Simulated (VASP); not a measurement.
Here is a VASP 6.6.1 calculation.

File INCAR:

```
SYSTEM = Sn3SO2
PREC = Accurate ; ENCUT = 520
EDIFF = 1E-7 ; ISMEAR = 0
SIGMA = 0.1 ; LREAL = .False.
LASPH = .True. ; NELM = 100
ALGO = Normal ; ISIF = 2
LWAVE = .False. ; LCHARG = .False.
GGA = PE ; NBANDS = 39
```

File KPOINTS:

```
regular mesh
0
Gamma
  3 3 6
  0 0 0
```

POSCAR

```
Sn3SO2
1.0
    6.3513525000      0.0000000000      0.0000000000
   -3.1756762500      5.5004326100      0.0000000000
    0.0000000000      0.0000000000      3.5157326300
Sn S O
3 1 2
Direct
    0.5000000000      0.0000000000      0.5000000000
    0.0000000000      0.5000000000      0.5000000000
    0.5000000000      0.5000000000      0.5000000000
    0.0000000000      0.0000000000      0.0000000000
    0.6666666700      0.3333333300      0.0000000000
    0.3333333300      0.6666666700      0.0000000000
```

Potentials or basis: VASP PAW PBE potentials, release 64 (Sn_d, S, O).

Command:

```console
$ cat potpaw_PBE.64/Sn_d/POTCAR potpaw_PBE.64/S/POTCAR potpaw_PBE.64/O/POTCAR > POTCAR
$ mpirun -np 1 vasp_std > vasp.out
```

(1) Predict the pressure.

(2) What does it give for the band gap on the k mesh?

Answers

(1) -1.5 GPa.

(2) zero (band 30 reaches 6.26 eV, above the bottom of band 31 at 5.17 eV).

Caveat: the k points lie up to 0.38 Å⁻¹ apart; spin-orbit coupling is left out, which moves the levels of the heavy elements.
